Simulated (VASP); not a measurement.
Runs of VASP 6.6.1 on SiO2. The structure is that of space group P6_422 (No. 181), or close to it. The cells are those of the table. 

| cell | gap on the mesh (eV) | pressure (GPa) | largest force (eV/Å) |
| --- | --- | --- | --- |
| a = 5.039, b = 5.039, c = 5.359 Å, angles 90.0, 90.0, 120.0°, 9 atoms | 5.62 | 6.7 | 0.23 |
| a = 5.190, b = 5.190, c = 5.691 Å, angles 90.0, 90.0, 120.0°, 9 atoms | (c) | (a) | 0.61 |
| a = 4.888, b = 4.888, c = 5.359 Å, angles 90.0, 90.0, 120.0°, 9 atoms | (b) | 21.4 | 0.85 |
| a = 4.963, b = 4.963, c = 5.525 Å, angles 90.0, 90.0, 120.0°, 9 atoms | 5.61 | 6.7 | 0.28 |
| a = 4.963, b = 4.963, c = 5.608 Å, angles 90.0, 90.0, 120.0°, 9 atoms | 5.52 | 3.5 | 0.17 |

Alike in all rows: task single point; level LDA; potentials or basis VASP PAW LDA potentials, release 64 (Si, O); no spin polarisation; k mesh 6 × 6 × 4; cutoff (eV) 520; smearing gaussian 0.05 eV.

**Question.** Fill in the values left out.

**Answer.** (a) -13.5; (b) 5.85; (c) 4.96.

A k mesh can miss the band edges.
